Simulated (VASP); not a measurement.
# Si16O (a cell with a defect) in VASP: a series of runs, part 2 of 3

VASP 6.6.1.

## Step 3: Single point, PBE, collinear spin, zero start

INCAR

```
SYSTEM = Si16O
PREC     = Accurate       ! precision mode
ENCUT    = 520            ! plane-wave cutoff, eV
EDIFF    = 1E-6           ! SCF threshold, eV
ISMEAR   = -1             ! smearing method
SIGMA    = 0.02           ! smearing width, eV
LREAL    = Auto         
LASPH    = .True.         ! aspherical terms in the spheres
NELM     = 150            ! most SCF steps
ALGO     = Normal         ! electronic algorithm
ISIF     = 2              ! what is computed and relaxed
LWAVE    = .False.        ! write WAVECAR
LCHARG   = .False.        ! write CHGCAR
ISPIN    = 2              ! spin polarisation
MAGMOM   = 0 0 0 0 0 0 0 0 0 0 0 0 0 0 0 0 0 ! initial moments
LORBIT   = 11             ! projections on sites
GGA      = PE             ! functional
NBANDS   = 53             ! bands
```

KPOINTS

```
regular mesh
0
Gamma
  2 2 2
  0 0 0
```

POSCAR

```
Si16O
1.0
    0.0000000000      5.4300000000      5.4300000000
    5.4300000000      0.0000000000      5.4300000000
    5.4300000000      5.4300000000      0.0000000000
Si O
16 1
Direct
    0.0592541436     -0.0655893186     -0.0206537753
    0.1639779006      0.0820810313      0.1042541436
   -0.0170810313     -0.0134162063      0.4828821363
    0.1371546961      0.1087937385      0.5952946593
   -0.0527716390      0.5496777164     -0.0055709024
    0.1252302026      0.5479926335      0.1593554328
   -0.0441252302      0.4768692449      0.5402025783
    0.0915561694      0.6105801105      0.6449631676
    0.5348066298      0.0594106814     -0.0725414365
    0.6965101289      0.1442081031      0.0724769797
    0.5093186004      0.0011970534      0.4426519337
    0.6073388582      0.1690515654      0.5694198895
    0.4959944751      0.5052946593      0.0293830571
    0.5665377532      0.6982872928      0.1293186004
    0.4790147330      0.5361602210      0.4962891344
    0.5734438306      0.6525966851      0.6598710866
    0.9515285451      0.2990055249      1.0723388582
```

Potentials or basis: VASP PAW PBE potentials, release 64 (Si, O).

Run with:

```console
cat potpaw_PBE.64/Si/POTCAR potpaw_PBE.64/O/POTCAR > POTCAR
mpirun -np 1 vasp_std > vasp.out
```

OUTCAR:

```text
SYSTEM = Si16O
   PREC = Accurate
   ENCUT = 520
   EDIFF = 1E-6
   ISMEAR = -1
   LREAL = Auto
   LASPH = .True.
   NELM = 150
   ISIF = 2
   ISPIN = 2
   LORBIT = 11
   GGA = PE

 ion  position               nearest neighbor table
   1  0.059  0.934  0.979-  10 2.35   2 2.37   4 2.44   6 2.46
   2  0.164  0.082  0.104-  17 1.66   1 2.37   3 2.40   9 2.42   5 2.96  14 3.03
   3  0.983  0.987  0.483-   8 2.37  12 2.39   2 2.40   4 2.44
   4  0.137  0.109  0.595-  11 2.34   7 2.36   1 2.44   3 2.44
   5  0.947  0.550  0.994-  17 1.69   8 2.22   6 2.27  14 2.40   2 2.96
   6  0.125  0.548  0.159-   5 2.27  13 2.40   7 2.42   1 2.46
   7  0.956  0.477  0.540-   8 2.35   4 2.36   6 2.42  16 2.42
   8  0.092  0.611  0.645-   5 2.22   7 2.35   3 2.37  15 2.46
   9  0.535  0.059  0.927-  12 2.28  14 2.36   2 2.42  10 2.47
  10  0.697  0.144  0.072-  13 2.34   1 2.35  11 2.39   9 2.47
  11  0.509  0.001  0.443-  16 2.29   4 2.34  10 2.39  12 2.48
  12  0.607  0.169  0.569-   9 2.28  15 2.33   3 2.39  11 2.48
  13  0.496  0.505  0.029-  14 2.33  16 2.34  10 2.34   6 2.40
  14  0.567  0.698  0.129-  15 2.32  13 2.33   9 2.36   5 2.40   2 3.03
  15  0.479  0.536  0.496-  14 2.32  12 2.33  16 2.36   8 2.46
  16  0.573  0.653  0.660-  11 2.29  13 2.34  15 2.36   7 2.42
  17  0.952  0.299  0.072-   2 1.66   5 1.69

  LATTYP: Found a face centered cubic cell.
 ALAT       =    10.8600000000

  Lattice vectors:

 A1 = (   0.0000000000,   5.4300000000,   5.4300000000)
 A2 = (   5.4300000000,   0.0000000000,   5.4300000000)
 A3 = (   5.4300000000,   5.4300000000,   0.0000000000)

Analysis of symmetry for initial positions (statically):
=====================================================================
 Subroutine PRICEL returns:
 Original cell was already a primitive cell.

 Routine SETGRP: Setting up the symmetry group for a
 face centered cubic supercell.

 Subroutine GETGRP returns: Found  1 space group operations
 (whereof  1 operations were pure point group operations)
 out of a pool of 48 trial point group operations.

The static configuration has the point symmetry C_1 .

Analysis of symmetry for dynamics (positions and initial velocities):
=====================================================================
 Subroutine PRICEL returns:
 Original cell was already a primitive cell.

 Routine SETGRP: Setting up the symmetry group for a
 face centered cubic supercell.

 Subroutine GETGRP returns: Found  1 space group operations
 (whereof  1 operations were pure point group operations)
 out of a pool of 48 trial point group operations.

The dynamic configuration has the point symmetry C_1 .

Analysis of structural, dynamic, and magnetic symmetry:
=====================================================================
 Subroutine PRICEL returns:
 Original cell was already a primitive cell.

 Routine SETGRP: Setting up the symmetry group for a
 face centered cubic supercell.

 Subroutine GETGRP returns: Found  1 space group operations
 (whereof  1 operations were pure point group operations)
 out of a pool of 48 trial point group operations.

The overall configuration has the point symmetry C_1 .

 Subroutine INISYM returns: Found  1 space group operations
 (whereof  1 operations are pure point group operations),
 and found     1 'primitive' translations

----------------------------------------------------------------------------------------

                                     Primitive cell

[... 119 lines left out ...]
   EFERMI_NEDOS =   21; number of points for ismear=-14 and -15
   IALGO  =     38    algorithm
   IMIX   =      4    mixing-type and parameters
     AMIX     =   0.40;   BMIX     =  1.00
     AMIX_MAG =   1.60;   BMIX_MAG =  1.00
  volume/ion in A,a.u.               =      18.84       127.11
  Fermi-wavevector in a.u.,A,eV,Ry     =   0.986199  1.863645 13.232857  0.972588
  Thomas-Fermi vector in A             =   2.117562
   LORBIT       =     11    0 simple, 1 ext, 2 COOP (PROOUT), +10 PAW based schemes
   GGA     = PE    functional components
   LHFCALC =     F    Hartree Fock is set to
   AEXX    =    0.0000 exact exchange contribution
   IVDW    =     0    specifies the selected vdW correction
   LEPSILON=     F    determine dielectric tensor
   LRPA    =     F    only Hartree local field effects (RPA)
 spin polarized calculation
  energy-cutoff  :      520.00
  volume of cell :      320.21
 maximum number of plane-waves:      8646
 NGX is ok and might be reduce to    60
   NGX = 29   NGY = 29   NGZ = 29

 number of electron      69.9999999 magnetization      -0.0000000

 number of electron      69.9999999 magnetization       0.0000000

 Free energy of the ion-electron system (eV)
  ---------------------------------------------------
  ext. energy  EPLUGINS =         0.00000000
  ---------------------------------------------------
  free energy    TOTEN  =       -91.14383323 eV

  energy without entropy =      -91.14383142  energy(sigma->0) =      -91.14383232

 E-fermi :   6.2524     XC(G=0):  -9.5896

 val. band max:        6.0258577749   @ k =   0.0000   0.5000   0.0000
 cond. band min:       6.4752934136   @ k =   0.0000   0.0000   0.0000
 fundamental gap:      0.4494356387
 Fermi energy:         6.2523942814

 spin component 1

 k-point     1 :       0.0000    0.0000    0.0000
  band No.  band energies     occupation
      1     -14.3199      1.00000
      2      -5.8075      1.00000
      3      -4.2703      1.00000
      4      -3.6561      1.00000
      5      -3.5705      1.00000
      6      -3.3080      1.00000
[... 389 lines left out ...]
     46       9.9987      0.00000
     47      10.0864      0.00000
 Fermi energy:         6.2523942814

 spin component 2

 k-point     1 :       0.0000    0.0000    0.0000
  band No.  band energies     occupation
      1     -14.3198      1.00000
      2      -5.8075      1.00000
      3      -4.2703      1.00000
      4      -3.6561      1.00000
      5      -3.5705      1.00000
      6      -3.3080      1.00000
[... 389 lines left out ...]
     46       9.9987      0.00000
     47      10.0864      0.00000
 [bands above 47 left out]

------------------------ aborting loop because EDIFF is reached ----------------------------------------

  FORCE on cell =-STRESS in cart. coord.  units (eV):
  Direction    XX          YY          ZZ          XY          YZ          ZX
  --------------------------------------------------------------------------------------
  -------------------------------------------------------------------------------------
  Total        4.0690657      6.5533204      2.0324735      0.2878698     -5.6361146      1.9398602
  in kB       20.3599077     32.7900819     10.1696495      1.4403807    -28.2007665      9.7062513
  external PRESSURE =      21.1065463 kB  Pullay stress =       0.0000000 kB

 VOLUME and BASIS-vectors are now :
 -----------------------------------------------------------------------------
  energy-cutoff  :      520.00
  volume of cell :      320.21
      direct lattice vectors                 reciprocal lattice vectors
     0.000000000  5.430000000  5.430000000    -0.092081031  0.092081031  0.092081031
     5.430000000  0.000000000  5.430000000     0.092081031 -0.092081031  0.092081031
     5.430000000  5.430000000  0.000000000     0.092081031  0.092081031 -0.092081031

 POSITION                                       TOTAL-FORCE (eV/Angst)
 -----------------------------------------------------------------------------------
     10.39170      5.63960      5.39560        -0.611777      0.152719      0.230978
      1.01180      1.45650      1.33610        -0.338362      0.715083     -0.421045
      7.97920      7.95930     10.69440        -0.115206      0.616068      0.786545
      3.82320      3.97720      1.33550         0.109459     -0.070611     -1.228278
      8.38450     10.54320      8.12820         0.345238      0.300016     -1.403800
      3.84090      1.54530      3.65560         1.134729      0.258429      0.965950
[... 9 lines left out ...]
      7.12670      6.69690      6.65740        -1.363875      0.451851      0.083902
      2.01640      5.55960      6.79040         0.568261     -0.681824      0.374881
 -----------------------------------------------------------------------------------
    total drift:                               -0.003532     -0.002191     -0.006203

  FREE ENERGIE OF THE ION-ELECTRON SYSTEM (eV)
  ---------------------------------------------------
  free  energy   TOTEN  =       -91.1438332316 eV

  energy  without entropy=      -91.1438314151  energy(sigma->0) =      -91.14383232

 total charge

# of ion       s       p       d       tot
------------------------------------------
    1        0.762   0.902   0.000   1.664
    2        0.744   0.898   0.000   1.642
    3        0.754   0.911   0.000   1.666
    4        0.745   0.907   0.000   1.652
    5        0.749   0.940   0.000   1.689
    6        0.755   0.921   0.000   1.676
[... 9 lines left out ...]
   16        0.747   0.942   0.000   1.689
   17        1.577   3.583   0.000   5.160
--------------------------------------------------
tot         13.590  18.335   0.000  31.925

 magnetization (x)

# of ion       s       p       d       tot
------------------------------------------
    1       -0.000   0.000   0.000   0.000
    2       -0.000  -0.000   0.000  -0.000
    3       -0.000  -0.000   0.000  -0.000
    4        0.000  -0.000   0.000   0.000
    5       -0.000   0.000   0.000  -0.000
    6        0.000   0.000   0.000   0.000
[... 9 lines left out ...]
   16       -0.000   0.000   0.000  -0.000
   17       -0.000   0.000   0.000   0.000
--------------------------------------------------
tot         -0.000  -0.000   0.000  -0.000
```

Run time: 4.8 min. Hardware: 1 thread of AMD EPYC 9R45 (Zen 5), shared host; peak memory 0.68 GiB.

Results:

| Property | Result |
| --- | --- |
| Free energy | -91.1438 eV |
| Pressure | 2.1 GPa |
| Largest force | 2.065 eV/Å |
| Band gap on the k mesh | 0.45 eV |
| Net moment | 0.00 μB per cell |
| Valence electrons inside the program's atomic spheres | Si 1.66, 1.64, 1.67, 1.65, 1.69, 1.68, 1.72, 1.70; O 5.16 |

Forces on the atoms (eV/Å):
```
Si  -0.612  0.153  0.231
Si  -0.338  0.715 -0.421
Si  -0.115  0.616  0.787
Si   0.109 -0.071 -1.228
Si   0.345  0.300 -1.404
Si   1.135  0.258  0.966
Si  -0.284 -0.152  0.339
Si  -0.781 -0.724  1.769
Si   1.495  0.148 -0.845
Si  -0.400 -0.451 -1.235
Si   1.251  0.039  1.114
Si  -1.333  0.036 -0.042
Si  -0.063 -0.610 -0.393
Si  -0.332  0.266  0.775
Si   0.720 -0.293 -0.873
Si  -1.364  0.452  0.084
O    0.568 -0.682  0.375
```

Stress tensor (GPa, compression positive):
```
 2.04  0.14  0.97
 0.14  3.28 -2.82
 0.97 -2.82  1.02
```

Levels at points of the mesh, in eV from the valence-band top:
Spin up:
| k point | band 33 | band 34 | band 35 | band 36 | band 37 | band 38 |
| --- | --- | --- | --- | --- | --- | --- |
| (0.00, 0.00, 0.00) | -0.51 | -0.18 | -0.03 | 0.45 | 0.54 | 0.66 |
| (0.50, 0.00, 0.00) | -0.94 | -0.85 | -0.53 | 0.81 | 1.08 | 1.32 |
| (0.00, 0.50, 0.00) | -0.74 | -0.54 | 0.00 | 0.84 | 1.03 | 1.25 |
| (0.00, 0.00, 0.50) | -0.96 | -0.68 | -0.38 | 0.86 | 1.05 | 1.26 |
| (0.50, 0.50, 0.50) | -0.99 | -0.83 | -0.76 | 1.02 | 1.10 | 1.25 |
| (0.50, 0.50, 0.00) | -1.22 | -1.12 | -0.30 | 1.12 | 1.22 | 1.80 |
| (0.00, 0.50, 0.50) | -1.13 | -1.06 | -0.98 | 1.10 | 1.27 | 1.72 |
| (0.50, 0.00, 0.50) | -1.19 | -1.03 | -0.54 | 1.22 | 1.40 | 1.89 |
Spin down:
```tsv
k point	band 31	band 32	band 33	band 34	band 35	band 36	band 37	band 38	band 39	band 40
(0.00, 0.00, 0.00)	-1.01	-0.91	-0.51	-0.18	-0.03	0.45	0.54	0.66	0.80	0.98
(0.50, 0.00, 0.00)	-1.58	-1.13	-0.94	-0.85	-0.53	0.81	1.08	1.32	1.38	1.64
(0.00, 0.50, 0.00)	-1.44	-0.93	-0.74	-0.54	0.00	0.84	1.03	1.25	1.43	1.61
(0.00, 0.00, 0.50)	-1.40	-1.24	-0.96	-0.68	-0.38	0.86	1.05	1.26	1.57	1.71
(0.50, 0.50, 0.50)	-1.41	-1.31	-0.99	-0.83	-0.76	1.02	1.10	1.25	1.36	1.58
(0.50, 0.50, 0.00)	-1.50	-1.39	-1.22	-1.12	-0.30	1.12	1.22	1.80	1.99	2.20
(0.00, 0.50, 0.50)	-1.55	-1.31	-1.13	-1.06	-0.98	1.10	1.27	1.72	2.02	2.39
(0.50, 0.00, 0.50)	-1.50	-1.41	-1.19	-1.03	-0.54	1.22	1.40	1.89	1.97	2.15
```

Caveat: the k points lie up to 0.50 Å⁻¹ apart.

## Step 4: Single point, PBE, collinear spin, zero start

INCAR

```
SYSTEM = Si16O
PREC = Accurate
ENCUT = 520
EDIFF = 1E-6
ISMEAR = -1
SIGMA = 0.02
LREAL = Auto
LASPH = .True.
NELM = 150
ALGO = Normal
ISIF = 2
LWAVE = .False.
LCHARG = .False.
ISPIN = 2
MAGMOM = 0 0 0 0 0 0 0 0 0 0 0 0 0 0 0 0 0
LORBIT = 11
GGA = PE
NBANDS = 53
```

KPOINTS is that of step 3.

POSCAR

```
Si16O
1.0
    0.0000000000      5.4300000000      5.4300000000
    5.4300000000      0.0000000000      5.4300000000
    5.4300000000      5.4300000000      0.0000000000
Si O
16 1
Direct
    0.0652486188     -0.0690239411     -0.0318784530
    0.1555156538      0.0752578269      0.1058471455
    0.0191712707     -0.0157458564      0.4647145488
    0.1264548803      0.0908195212      0.6097329650
   -0.0591712707      0.5411418048      0.0147513812
    0.1234622468      0.5855985267      0.1649723757
   -0.0310405157      0.4730662983      0.5285911602
    0.0918876611      0.6304880295      0.6259208103
    0.4988674033      0.0697513812     -0.0465469613
    0.6720626151      0.1276611418      0.0808103131
    0.5084162063      0.0277163904      0.4555064457
    0.6427716390      0.1550552486      0.5592541436
    0.4923941068      0.5089318600      0.0132965009
    0.5709484346      0.7029373849      0.1306353591
    0.4495580110      0.5318047882      0.5092817680
    0.6023296501      0.6324769797      0.6302854512
    0.9467679558      0.2906353591      1.0941344383
```

Potentials or basis: VASP PAW PBE potentials, release 64 (Si, O).

Run with:

```console
cat potpaw_PBE.64/Si/POTCAR potpaw_PBE.64/O/POTCAR > POTCAR
mpirun -np 1 vasp_std > vasp.out
```

OUTCAR:

```text
SYSTEM = Si16O
   PREC = Accurate
   ENCUT = 520
   EDIFF = 1E-6
   ISMEAR = -1
   LREAL = Auto
   LASPH = .True.
   NELM = 150
   ISIF = 2
   ISPIN = 2
   LORBIT = 11
   GGA = PE

 ion  position               nearest neighbor table
   1  0.065  0.931  0.968-   6 2.24   4 2.28   2 2.35  10 2.51
   2  0.156  0.075  0.106-  17 1.63   3 2.26   9 2.28   1 2.35   5 2.96  14 3.05
   3  0.019  0.984  0.465-   8 2.24   4 2.26   2 2.26  12 2.38
   4  0.126  0.091  0.610-   3 2.26   1 2.28   7 2.42  11 2.43
   5  0.941  0.541  0.015-  17 1.69  14 2.34   6 2.43   8 2.45   2 2.96
   6  0.123  0.586  0.165-   1 2.24   7 2.29  13 2.33   5 2.43
   7  0.969  0.473  0.529-   6 2.29  16 2.31   8 2.38   4 2.42
   8  0.092  0.630  0.626-   3 2.24  15 2.25   7 2.38   5 2.45
   9  0.499  0.070  0.953-   2 2.28  10 2.29  14 2.34  12 2.49
[... 1060 lines left out ...]
      4.07560      1.56620      3.85020        -1.569910     -0.529151     -0.925496
[... 9 lines left out ...]
      6.85680      6.69310      6.70500         1.033017     -0.546628      0.164289
      2.08930      5.65210      6.71910         1.264217     -1.521713      0.792260
 -----------------------------------------------------------------------------------
    total drift:                               -0.002081      0.000577      0.000972

  FREE ENERGIE OF THE ION-ELECTRON SYSTEM (eV)
  ---------------------------------------------------
  free  energy   TOTEN  =       -91.3290117378 eV

  energy  without entropy=      -91.3290056109  energy(sigma->0) =      -91.32900867

 total charge

# of ion       s       p       d       tot
------------------------------------------
    1        0.756   0.961   0.000   1.717
    2        0.744   0.969   0.000   1.713
    3        0.758   1.002   0.000   1.760
    4        0.743   0.948   0.000   1.691
    5        0.742   0.887   0.000   1.629
    6        0.748   0.979   0.000   1.726
[... 9 lines left out ...]
   16        0.744   0.923   0.000   1.667
   17        1.576   3.605   0.000   5.182
--------------------------------------------------
tot         13.550  18.658   0.000  32.208

 magnetization (x)

# of ion       s       p       d       tot
------------------------------------------
    1        0.000   0.000   0.000   0.000
    2       -0.000  -0.000   0.000  -0.000
    3       -0.000   0.000   0.000  -0.000
    4       -0.000   0.000   0.000  -0.000
    5        0.000   0.000   0.000   0.000
    6       -0.000  -0.000   0.000  -0.000
[... 9 lines left out ...]
   16       -0.000  -0.000   0.000  -0.000
   17        0.000  -0.000   0.000  -0.000
--------------------------------------------------
tot         -0.000  -0.000   0.000  -0.000
```

It took 4.8 min on 1 thread of AMD EPYC 9R45 (Zen 5), shared host; peak memory 0.68 GiB.

What came out:

* Free energy: -91.3290 eV
* Pressure: 3.9 GPa
* Largest force: 2.131 eV/Å
* Band gap on the k mesh: 0.39 eV
* Net moment: 0.00 μB per cell
* Valence electrons inside the program's atomic spheres: Si 1.72, 1.71, 1.76, 1.69, 1.63, 1.73, 1.66, 1.67, 1.64, 1.68; O 5.18

Forces in eV/Å, atoms in the order of the input:
```
Si   1.547 -0.680 -0.183
Si  -1.090  0.254  0.099
Si   0.471 -0.351 -0.736
Si   0.231  0.375  1.886
Si  -0.383  0.041  0.572
Si  -1.570 -0.529 -0.925
Si   0.079  0.664 -0.049
Si   0.674  0.677 -1.849
Si  -1.126 -0.661  0.430
Si   0.684  0.442  0.427
Si  -0.810  0.185 -1.303
Si   1.293  0.460 -0.296
Si  -0.348  0.409  0.649
Si  -0.674 -0.063 -0.831
Si  -1.276  0.845  1.151
Si   1.033 -0.547  0.164
O    1.264 -1.522  0.792
```

Stress tensor (GPa, compression positive):
```
 2.96 -0.45  1.04
-0.45  5.04 -1.36
 1.04 -1.36  3.65
```

Levels at points of the mesh, in eV from the valence-band top:
Spin up:
```
           k point  band 31  band 32  band 33  band 34  band 35  band 36  band 37  band 38  band 39  band 40
(0.00, 0.00, 0.00)    -1.01    -0.89    -0.35    -0.12     0.00     0.39     0.54     0.75     0.95     1.07
(0.50, 0.00, 0.00)    -1.52    -1.48    -0.99    -0.56    -0.40     0.97     1.25     1.38     1.52     1.92
(0.00, 0.50, 0.00)    -1.39    -0.88    -0.82    -0.48    -0.22     0.96     1.20     1.36     1.41     1.56
(0.00, 0.00, 0.50)    -1.39    -1.15    -0.91    -0.74    -0.54     0.96     1.12     1.26     1.48     1.61
(0.50, 0.50, 0.50)    -1.53    -1.26    -0.89    -0.85    -0.43     1.10     1.27     1.30     1.55     1.71
(0.50, 0.50, 0.00)    -1.49    -1.35    -1.24    -1.02    -0.33     0.98     1.39     1.86     2.09     2.37
(0.00, 0.50, 0.50)    -1.64    -1.35    -1.29    -1.14    -0.92     1.19     1.42     1.94     2.18     2.26
(0.50, 0.00, 0.50)    -1.50    -1.35    -1.18    -1.07    -0.86     1.26     1.48     1.87     2.18     2.32
```
Spin down:
| k point | band 32 | band 33 | band 34 | band 35 | band 36 | band 37 | band 38 | band 39 |
| --- | --- | --- | --- | --- | --- | --- | --- | --- |
| (0.00, 0.00, 0.00) | -0.89 | -0.35 | -0.12 | 0.00 | 0.39 | 0.54 | 0.75 | 0.95 |
| (0.50, 0.00, 0.00) | -1.48 | -0.99 | -0.56 | -0.40 | 0.97 | 1.25 | 1.38 | 1.52 |
| (0.00, 0.50, 0.00) | -0.88 | -0.82 | -0.48 | -0.22 | 0.96 | 1.20 | 1.36 | 1.41 |
| (0.00, 0.00, 0.50) | -1.15 | -0.91 | -0.74 | -0.54 | 0.96 | 1.12 | 1.26 | 1.48 |
| (0.50, 0.50, 0.50) | -1.26 | -0.89 | -0.85 | -0.43 | 1.10 | 1.27 | 1.30 | 1.55 |
| (0.50, 0.50, 0.00) | -1.35 | -1.24 | -1.02 | -0.33 | 0.98 | 1.39 | 1.86 | 2.09 |
| (0.00, 0.50, 0.50) | -1.35 | -1.29 | -1.14 | -0.92 | 1.19 | 1.42 | 1.94 | 2.18 |
| (0.50, 0.00, 0.50) | -1.35 | -1.18 | -1.07 | -0.86 | 1.26 | 1.48 | 1.87 | 2.18 |

Caveat: the k points lie up to 0.50 Å⁻¹ apart.

(Continued in part 3 of 3.)
